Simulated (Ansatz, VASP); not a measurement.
Two plane-wave programs on Al3Cu2

```
Al Cu
1.0
     4.09859    0.00000    0.00000
    -2.04929    3.54948    0.00000
     0.00000    0.00000    4.58353
Al Cu
3 2
Cartesian
  0.0000 0.0000 0.0000
  0.0000 2.3663 1.6111
  2.0493 1.1832 2.9724
  0.0000 2.3663 3.8607
  2.0493 1.1832 0.7229
```

Change from the starting cell: strain +0.000 along x and y, -0.080 along z, atoms carried along.

Alike in both runs: task single point; functional PBEsol; k mesh 12 × 12 × 10; occupations gaussian, width 0.15 eV; no spin polarisation.

|  | VASP | Ansatz |
| --- | --- | --- |
| version | VASP 6.6.1 | Ansatz 0.2.0 |
| potentials or method | VASP PAW PBE potentials, release 64 (Al, Cu), cutoff 520 eV | scalar-relativistic, plane waves, PAW |
| valence electrons in the cell | 31 | 47 |

Ansatz gave:

* gap on the k mesh at the Fermi level (eV): none
* pressure (GPa): 13.4
* traceless stress, the component that is largest in VASP (GPa): 16.34
* rms of the force components (eV/Å): 0.172

What did VASP give for the same quantities?

gap on the k mesh at the Fermi level (eV): none; pressure (GPa): 14.0; traceless stress, the component that is largest in VASP (GPa): 16.32; rms of the force components (eV/Å): 0.168.

VASP's potentials were made for PBE, not for PBEsol. Atom by atom the forces differ by 0.004 eV/Å (rms over components). A gap of «none» marks a metal or a gap that the smearing closes. With one functional, cell and mesh, what is left measures potentials, basis and numerics. VASP's potentials hold 31 valence electrons a cell and Ansatz's 47, so a difference there can come from the potentials and not from the codes.
